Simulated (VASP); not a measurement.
# TiTe2 (P-3m1) in VASP: settings compared

The runs below take TiTe2 through relaxation of cell and atoms, single point, with PBE+D4, PBE.

Program: VASP 6.6.1. These are calculated values, not measurements. Logs are shortened: lines on timing, memory, paths and dates and some standing lists are left out, and cuts for length are marked.

### 1 The cell of the first run

The structure is trigonal, space group P-3m1 (No. 164). The conventional cell has a = 3.777 Å, b = 3.777 Å, c = 6.498 Å, α = 90.00°, β = 90.00°, γ = 120.00°. Te (site symmetry 3m) has 3 Ti at 2.77 Å within 3.7 Å. Ti (site symmetry -3m) has 6 Te at 2.77 Å within 3.7 Å.

### 2 Relaxation of cell and atoms, PBE+D4

Contents of INCAR:

```
SYSTEM = TiTe2
PREC = Accurate
ENCUT = 600
EDIFF = 1E-7
ISMEAR = -1
SIGMA = 0.05
LREAL = .False.
LASPH = .True.
NELM = 60
ALGO = Normal
ISIF = 3
LWAVE = .False.
LCHARG = .False.
GGA = PE
IVDW = 13
IBRION = 2
NSW = 60
EDIFFG = -0.01
```

Contents of KPOINTS:

```
Automatic mesh
0
Gamma
  8 8 4
  0 0 0
```

Contents of POSCAR:

```
TiTe2
1.0
    3.7770000000      0.0000000000      0.0000000000
   -1.8885000000      3.2709779501      0.0000000000
    0.0000000000      0.0000000000      6.4980000000
Te Ti
2 1
Direct
    0.3333333333      0.6666666667      0.7372000000
    0.6666666667      0.3333333333      0.2628000000
    0.0000000000      0.0000000000      0.0000000000
```

Potentials or basis: VASP PAW PBE potentials, release 64 (Te, Ti_sv).

Launch:

```bash
cat potpaw_PBE.64/Te/POTCAR potpaw_PBE.64/Ti_sv/POTCAR > POTCAR
mpirun -np 1 vasp_std > vasp.out
```

OUTCAR:

```text
SYSTEM = TiTe2
   PREC = Accurate
   ENCUT = 600
   EDIFF = 1E-7
   ISMEAR = -1
   LREAL = .False.
   LASPH = .True.
   NELM = 60
   ISIF = 3
   GGA = PE
   IVDW = 13
   IBRION = 2
   NSW = 60
   EDIFFG = -0.01

 ion  position               nearest neighbor table
   1  0.333  0.667  0.737-   3 2.77   3 2.77   3 2.77
   2  0.667  0.333  0.263-   3 2.77   3 2.77   3 2.77
   3  0.000  0.000  0.000-   1 2.77   2 2.77   2 2.77   1 2.77   2 2.77   1 2.77

  LATTYP: Found a hexagonal cell.
 ALAT       =     3.7770000000
 C/A-ratio  =     1.7204130262

  Lattice vectors:

 A1 = (   3.7770000000,   0.0000000000,   0.0000000000)
 A2 = (  -1.8885000000,   3.2709779501,   0.0000000000)
 A3 = (   0.0000000000,   0.0000000000,   6.4980000000)

Analysis of symmetry for initial positions (statically):
=====================================================================
 Subroutine PRICEL returns:
 Original cell was already a primitive cell.

 Routine SETGRP: Setting up the symmetry group for a
 hexagonal supercell.

 Subroutine GETGRP returns: Found 12 space group operations
 (whereof 12 operations were pure point group operations)
 out of a pool of 24 trial point group operations.

The static configuration has the point symmetry D_3d.

Analysis of symmetry for dynamics (positions and initial velocities):
=====================================================================
 Subroutine PRICEL returns:
 Original cell was already a primitive cell.

 Routine SETGRP: Setting up the symmetry group for a
 hexagonal supercell.

 Subroutine GETGRP returns: Found 12 space group operations
 (whereof 12 operations were pure point group operations)
 out of a pool of 24 trial point group operations.

The dynamic configuration has the point symmetry D_3d.

 Subroutine INISYM returns: Found 12 space group operations
 (whereof 12 operations are pure point group operations),
 and found     1 'primitive' translations

----------------------------------------------------------------------------------------

                                     Primitive cell

  volume of cell :      80.2794

  direct lattice vectors                    reciprocal lattice vectors
     3.777000000  0.000000000  0.000000000     0.264760392  0.152859484  0.000000000
    -1.888500000  3.270977950  0.000000000     0.000000000  0.305718967  0.000000000
     0.000000000  0.000000000  6.498000000     0.000000000  0.000000000  0.153893506

  length of vectors
     3.777000000  3.777000000  6.498000000     0.305718967  0.305718967  0.153893506

  position of ions in fractional coordinates (direct lattice)
     0.333333333  0.666666667  0.737200000
     0.666666667  0.333333333  0.262800000
     0.000000000  0.000000000  0.000000000

  ion indices of the primitive-cell ions
   primitive index   ion index
                 1           1
                 2           2
                 3           3

----------------------------------------------------------------------------------------

 KPOINTS: Automatic mesh

Automatic generation of k-mesh.
 Grid dimensions read from file:
 generate k-points for:    8    8    4

 Generating k-lattice:

  Cartesian coordinates                     Fractional coordinates (reciprocal lattice)
     0.033095049  0.019107435  0.000000000     0.125000000 -0.000000000  0.000000000
     0.000000000  0.038214871  0.000000000     0.000000000  0.125000000  0.000000000
     0.000000000  0.000000000  0.038473376     0.000000000  0.000000000  0.250000000

  Length of vectors
     0.038214871  0.038214871  0.038473376

  Shift w.r.t. Gamma in fractional coordinates (k-lattice)
     0.000000000  0.000000000  0.000000000

 Subroutine IBZKPT returns following result:
 ===========================================

 Found     35 irreducible k-points:

 Following reciprocal coordinates:
            Coordinates               Weight
  0.000000  0.000000  0.000000      1.000000
  0.125000  0.000000  0.000000      6.000000
  0.250000  0.000000  0.000000      6.000000
  0.375000  0.000000  0.000000      6.000000
  0.500000  0.000000  0.000000      3.000000
  0.125000  0.125000  0.000000      6.000000
[... 16 lines left out ...]
 -0.125000  0.500000  0.250000     12.000000
  0.250000  0.250000  0.250000     12.000000
 [... further k-points ...]
   k-points           NKPTS =     35   k-points in BZ     NKDIM =     35   number of bands    NBANDS=     16
   number of dos      NEDOS =    301   number of ions     NIONS =      3
   total plane-waves  NPLWV =  48600
   dimension x,y,z NGX =    30 NGY =   30 NGZ =   54
   dimension x,y,z NGXF=    60 NGYF=   60 NGZF=  108
   ions per type =               2   1
   NGX,Y,Z   is equivalent  to a cutoff of  13.20, 13.20, 13.82 a.u.
   NGXF,Y,Z  is equivalent  to a cutoff of  26.41, 26.41, 27.63 a.u.
 SYSTEM =  TiTe2
   PREC   = accura    normal or accurate (medium, high low for compatibility)
   ISTART =      0    job   : 0-new  1-cont  2-samecut
   ICHARG =      2    charge: 1-file 2-atom 10-const
   ISPIN  =      1    spin polarized calculation?
   LNONCOLLINEAR =      F non collinear calculations
   LSORBIT =      F    spin-orbit coupling
   LASPH  =      T    aspherical Exc in radial PAW
   ENCUT  =  600.0 eV  44.10 Ry    6.64 a.u.   7.54  7.54 12.98*2*pi/ulx,y,z
   NELM   =     60;   NELMIN=  2; NELMDL= -5     # of ELM steps
   EDIFF  = 0.1E-06   stopping-criterion for ELM
   LREAL  =      F    real-space projection
   EDIFFG = -.1E-01   stopping-criterion for IOM
   NSW    =     60    number of steps for IOM
   IBRION =      2    ionic relax: 0-MD 1-quasi-New 2-CG
   NFREE  =      1    steps in history (QN), initial steepest desc. (CG)
   ISIF   =      3    stress and relaxation
   ISYM   =      2    0-nonsym 1-usesym 2-fastsym
   POTIM  = 0.5000    time-step for ionic-motion
   TEBEG  =    0.0;   TEEND  =   0.0 temperature during run
   PSTRESS=    0.0 pullay stress
   NELECT =      24.0000    total number of electrons
   NUPDOWN=      -1.0000    fix difference up-down
   EMIN   =  10.00;   EMAX   =-10.00  energy-range for DOS
   EFERMI =   0.00;   METHOD = LEGACY
   ISMEAR =    -1;   SIGMA  =   0.05  broadening in eV -4-tet -1-fermi 0-gaus
   EFERMI_NEDOS =   21; number of points for ismear=-14 and -15
   IALGO  =     38    algorithm
   IMIX   =      4    mixing-type and parameters
     AMIX     =   0.40;   BMIX     =  1.00
     AMIX_MAG =   1.60;   BMIX_MAG =  1.00
  volume/ion in A,a.u.               =      26.76       180.58
  Fermi-wavevector in a.u.,A,eV,Ry     =   1.094655  2.068597 16.303438  1.198269
  Thomas-Fermi vector in A             =   2.230964
   LORBIT       =      0    0 simple, 1 ext, 2 COOP (PROOUT), +10 PAW based schemes
   GGA     = PE    functional components
   LHFCALC =     F    Hartree Fock is set to
   AEXX    =    0.0000 exact exchange contribution
   IVDW    =    13    specifies the selected vdW correction
   LEPSILON=     F    determine dielectric tensor
   LRPA    =     F    only Hartree local field effects (RPA)
 conjugate gradient relaxation of ions
 non-spin polarized calculation
  energy-cutoff  :      600.00
  volume of cell :       80.28
 maximum number of plane-waves:      2714
   NGX = 15   NGY = 15   NGZ = 25

--------------------------------------- Ionic step        1  -------------------------------------------

 number of electron      24.0000002 magnetization

 Free energy of the ion-electron system (eV)
  ---------------------------------------------------
  ext. energy  EPLUGINS =         0.00000000
  ---------------------------------------------------
  free energy    TOTEN  =       -16.21538387 eV

  energy without entropy =      -16.20394672  energy(sigma->0) =      -16.20966529

------------------------ aborting loop because EDIFF is reached ----------------------------------------

  DFT-D4 for vdW energy calculation

  Edisp (eV):   -1.25742
[... 108 lines left out ...]
  FREE ENERGIE OF THE ION-ELECTRON SYSTEM (eV)
  ---------------------------------------------------
  free  energy   TOTEN  =       -17.4811175570 eV

  energy  without entropy=      -17.4696842079  energy(sigma->0) =      -17.47540088

 E-fermi :   7.1416     XC(G=0):  -9.9912

 val. band max:        7.1241952407   @ k =   0.1250   0.0000   0.0000
 cond. band min:       7.1510566284   @ k =   0.1250   0.0000   0.2500
 fundamental gap:      0.0268613877
 Fermi energy:         7.1415668371

 k-point     1 :       0.0000    0.0000    0.0000
  band No.  band energies     occupation
      1     -50.2613      2.00000
      2     -26.5226      2.00000
      3     -26.5226      2.00000
      4     -26.4920      2.00000
      5      -5.4064      2.00000
      6      -3.8428      2.00000
[... 433 lines left out ...]
      3     -26.5428      2.00000
      4     -26.4807      2.00000
      5      -3.6402      2.00000
      6      -3.2685      2.00000
[... 8 lines left out ...]
     15       8.5543      0.00000
     16       9.2754      0.00000

 [... further k-points ...]

[... ionic steps 4 to 7 ...]

--------------------------------------- Ionic step        8  -------------------------------------------

 number of electron      24.0000003 magnetization

------------------------ aborting loop because EDIFF is reached ----------------------------------------
[... 77 lines left out ...]
--------------------------------------- Ionic step       10  -------------------------------------------

 number of electron      24.0000003 magnetization

 Free energy of the ion-electron system (eV)
  ---------------------------------------------------
  ext. energy  EPLUGINS =         0.00000000
  ---------------------------------------------------
  free energy    TOTEN  =       -16.18333447 eV

  energy without entropy =      -16.17176503  energy(sigma->0) =      -16.17754975

 E-fermi :   7.3261     XC(G=0): -10.0727

 val. band max:        7.3259454544   @ k =   0.5000   0.0000   0.0000
 cond. band min:       7.3531522608   @ k =   0.1250   0.0000   0.2500
 fundamental gap:      0.0272068064
 Fermi energy:         7.3260760082

 k-point     1 :       0.0000    0.0000    0.0000
  band No.  band energies     occupation
      1     -50.0717      2.00000
      2     -26.3331      2.00000
      3     -26.3331      2.00000
      4     -26.3015      2.00000
      5      -5.2978      2.00000
      6      -3.6468      2.00000
[... 433 lines left out ...]
      3     -26.3536      2.00000
      4     -26.2901      2.00000
      5      -3.5011      2.00000
      6      -3.0874      2.00000
[... 8 lines left out ...]
     15       8.7581      0.00000
     16       9.4610      0.00000

 [... further k-points ...]

------------------------ aborting loop because EDIFF is reached ----------------------------------------

  DFT-D4 for vdW energy calculation

  Edisp (eV):   -1.30477
[... 26 lines left out ...]
  FREE ENERGIE OF THE ION-ELECTRON SYSTEM (eV)
  ---------------------------------------------------
  free  energy   TOTEN  =       -17.4881017575 eV

  energy  without entropy=      -17.4765323225  energy(sigma->0) =      -17.48231704

 reached required accuracy - stopping structural energy minimisation
```

Run time: 7.5 min. Hardware: 1 thread of Intel Xeon Platinum 8259CL at 2.50GHz (Skylake/Cascade Lake), shared host; peak memory 0.26 GiB.

Results:

| Item | Value |
| --- | --- |
| Free energy | -17.4881 eV |
| Relaxed volume | 25.68 Å³/atom |
| Relaxed cell | a = 3.728 Å, b = 3.728 Å, c = 6.399 Å, α = 90.00°, β = 90.00°, γ = 120.00° |
| Space group after relaxing (to 0.05 Å) | P-3m1 (No. 164) |
| Energy gained by relaxing | 5.1 meV/atom |
| Ionic steps | 10 |
| Pressure after relaxing | 0.0 GPa |
| Band gap on the k mesh | zero (band 12 reaches 7.76 eV, above the bottom of band 13 at 7.00 eV) |
| Dispersion energy per atom | -0.435 eV |

Step by step:
| step | energy change (eV) | largest force (eV/Å) | pressure (GPa) | volume (Å³) |
| --- | --- | --- | --- | --- |
| 1 | 0.0000 | 0.0075 | -1.41 | 80.28 |
| 2 | -0.0061 | 0.2960 | 0.84 | 77.57 |
| 3 | -0.0083 | 0.1964 | 0.04 | 78.47 |
| 4 | -0.0115 | 0.1359 | 0.02 | 78.10 |
| 5 | -0.0135 | 0.0228 | -0.01 | 77.43 |
| 6 | -0.0135 | 0.0369 | -0.01 | 77.52 |
| 7 | -0.0144 | 0.0211 | -0.05 | 77.42 |
| 8 | -0.0152 | 0.0178 | -0.14 | 77.18 |
| 9 | -0.0149 | 0.0401 | 0.31 | 76.67 |
| 10 | -0.0153 | 0.0009 | -0.01 | 77.03 |

Final structure:
```yaml
crystal:
  lattice:
    - [3.72816, 0.00000, 0.00000]
    - [-1.86408, 3.22868, 0.00000]
    - [0.00000, 0.00000, 6.39912]
  atoms:
    - { symbol: Te, position: [0.33333, 0.66667, 0.73131] }
    - { symbol: Te, position: [0.66667, 0.33333, 0.26869] }
    - { symbol: Ti, position: [0.00000, 0.00000, 0.00000] }
```

Levels at points of the mesh, in eV from the Fermi level:
```csv
k point,band 10,band 11,band 12,band 13,band 14,band 15
"(0.00, 0.00, 0.00)",0.31,0.44,0.44,0.72,1.21,1.21
"(0.50, 0.00, 0.00)",-2.47,-1.72,-1.16,0.00,1.24,1.59
"(0.00, 0.00, 0.50)",-1.54,0.42,0.42,0.81,0.81,1.09
"(0.50, 0.00, 0.50)",-2.06,-0.91,-0.50,-0.33,1.24,1.57
```

Caveat: spin-orbit coupling is left out, which moves the levels of the heavy elements.

### 3 Single point, PBE, non-collinear spin, zero start, spin-orbit coupling

Contents of INCAR:

```
SYSTEM = TiTe2
PREC = Accurate ; ENCUT = 520
EDIFF = 1E-6 ; ISMEAR = -1
SIGMA = 0.05 ; LREAL = .FALSE.
LASPH = .TRUE. ; NELM = 150
ALGO = Normal ; ISIF = 2
LWAVE = .FALSE. ; LCHARG = .FALSE.
MAGMOM = 0 0 0 0 0 0 0 0 0 ; LORBIT = 11
LSORBIT = .TRUE. ; GGA_COMPAT = .FALSE.
LORBMOM = .TRUE. ; LMAXMIX = 4
GGA = PE ; NBANDS = 37
```

Contents of KPOINTS:

```
regular mesh
0
G
  8 8 4
  0 0 0
```

POSCAR is that of step 2.

Potentials or basis: VASP PAW PBE potentials, release 64 (Te, Ti_sv).

Launch:

```bash
cat potpaw_PBE.64/Te/POTCAR potpaw_PBE.64/Ti_sv/POTCAR > POTCAR
mpirun -np 1 vasp_ncl > vasp.out
```

Wall time 4.7 min (1 thread of Intel Xeon Platinum 8259CL at 2.50GHz (Skylake/Cascade Lake), shared host); peak memory 0.42 GiB.

Results (log left out):

| Property | Result |
| --- | --- |
| Free energy | -16.4304 eV |
| Pressure | 1.0 GPa |
| Largest force | 0.035 eV/Å |
| Net moment | 0.00 μB per cell |
| Valence electrons inside the program's atomic spheres | Te 3.42; Ti 10.16 |

Forces on the atoms (eV/Å):
```
Te   0.000  0.000 -0.035
Te   0.000  0.000  0.035
Ti   0.000  0.000  0.000
```

Stress tensor (GPa, compression positive):
```
0.77 0.00 0.00
0.00 0.77 0.00
0.00 0.00 1.47
```

Moments on the atoms (μB; x, y, z):
```
Te  0.00 0.00 0.00
Te  0.00 0.00 0.00
Ti  0.00 0.00 0.00
```

Caveat: this functional lacks dispersion, which binds the layers, so the pressure and a relaxed spacing across them are unreliable.

### 4 Relaxation of cell and atoms, PBE

Contents of INCAR:

```
PREC = Accurate ; ENCUT = 600
EDIFF = 1E-6 ; ISMEAR = -1
SIGMA = 0.05 ; LREAL = False
LASPH = True ; NELM = 60
ALGO = Normal ; ISIF = 3
LWAVE = False ; LCHARG = False
GGA = PE ; IBRION = 2
NSW = 60 ; EDIFFG = -0.01
```

Contents of KPOINTS:

```
regular mesh
0
Gamma
  8 8 4
```

POSCAR is that of step 3.

Launch:

```bash
cat potpaw_PBE.64/Te/POTCAR potpaw_PBE.64/Ti_sv/POTCAR > POTCAR
mpirun -np 1 vasp_std > vasp.out
```

Wall time 2.8 min (1 thread of Intel Xeon 6975P-C (Granite Rapids), shared host); peak memory 0.25 GiB.

Results (log left out):

| Quantity | Value |
| --- | --- |
| Free energy | -16.2249 eV |
| Relaxed volume | 27.81 Å³/atom |
| Relaxed cell | a = 3.784 Å, b = 3.784 Å, c = 6.727 Å, α = 90.00°, β = 90.00°, γ = 120.00° |
| Space group after relaxing (to 0.05 Å) | P-3m1 (No. 164) |
| Energy gained by relaxing | 3.2 meV/atom |
| Ionic steps | 8 |
| Pressure after relaxing | 0.0 GPa |
| Largest force after relaxing | 0.005 eV/Å |
| Band gap on the k mesh | zero (band 12 reaches 6.75 eV, above the bottom of band 13 at 6.11 eV) |

Forces in eV/Å, atoms in the order of the input:
```
Te   0.000  0.000  0.005
Te   0.000  0.000 -0.005
Ti   0.000  0.000  0.000
```

The path:
```tsv
step	energy change (eV)	largest force (eV/Å)	pressure (GPa)	volume (Å³)
1	0.0000	0.0218	0.89	80.28
2	-0.0024	0.1823	-0.50	82.02
3	-0.0034	0.1111	-0.02	81.40
4	-0.0047	0.0979	-0.01	81.58
5	-0.0075	0.0589	0.03	82.13
6	-0.0094	0.0141	0.14	83.22
7	-0.0086	0.0658	-0.45	84.17
8	-0.0095	0.0046	0.00	83.44
```

Final structure:
```cif
data_structure
_symmetry_space_group_name_H-M 'P 1'
_symmetry_Int_Tables_number 1
_cell_length_a 3.7845
_cell_length_b 3.7845
_cell_length_c 6.7272
_cell_angle_alpha 90.000
_cell_angle_beta 90.000
_cell_angle_gamma 120.000
_cell_volume 83.44
loop_
_atom_site_label
_atom_site_type_symbol
_atom_site_fract_x
_atom_site_fract_y
_atom_site_fract_z
_atom_site_occupancy
Te1 Te 0.33333 0.66667 0.74455 1
Te2 Te 0.66667 0.33333 0.25545 1
Ti1 Ti 0.00000 0.00000 0.00000 1
```

Levels at points of the mesh, in eV from the Fermi level:
```csv
k point,band 10,band 11,band 12,band 13,band 14,band 15
"(0.00, 0.00, 0.00)",0.25,0.35,0.41,0.41,1.07,1.07
"(0.50, 0.00, 0.00)",-2.33,-1.73,-0.99,0.03,1.15,1.47
"(0.00, 0.00, 0.50)",-1.56,0.40,0.40,0.86,0.86,0.95
"(0.50, 0.00, 0.50)",-1.92,-1.11,-0.62,-0.23,1.14,1.45
```

Caveat: spin-orbit coupling is left out, which moves the levels of the heavy elements; this functional lacks dispersion, which binds the layers, so the pressure and a relaxed spacing across them are unreliable. PBE usually gives volumes a little too large and moduli too small.

(Part 1 of 2 ends here.)
